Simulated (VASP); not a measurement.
# Cu: single point with PBE

Crystal: Cu.

```
Cu
1.0
     4.12996    0.00000    0.00000
    -2.06498    3.57665    0.00000
     0.00000    0.00000    2.47253
Cu
3
Direct
  0.00000 0.00000 0.00000
  0.33333 0.66667 0.50000
  0.66667 0.33333 0.50000
```

```
Program                : VASP 6.6.1
Task                   : single point
Functional             : PBE
Potentials or basis    : VASP PAW PBE potentials, release 64 (Cu)
Cutoff                 : 520 eV
k mesh                 : 9 × 9 × 12
Occupations            : fermi-dirac, width 0.08 eV
Spin                   : no spin polarisation
Dipole correction      : no
Further INCAR settings : ALGO = Normal; EDIFF = 1e-06; NBANDS = 24
```

```
Pressure : 0.8 GPa
```

Stress tensor (GPa, compression positive):
```
0.78 0.00 0.00
0.00 0.78 0.00
0.00 0.00 0.70
```

Levels at points of the mesh, in eV from the Fermi level:
| k point | band 14 | band 15 | band 16 | band 17 | band 18 | band 19 |
| --- | --- | --- | --- | --- | --- | --- |
| (0.00, 0.00, 0.00) | -2.31 | -1.57 | -1.57 | 4.45 | 4.45 | 4.47 |
| (0.00, 0.00, 0.50) | -1.70 | -1.28 | -0.30 | 0.32 | 8.12 | 8.48 |

Run time: 42 s on 1 thread of Intel Xeon 6975P-C, with other jobs on the host, peak memory 0.18 GiB.
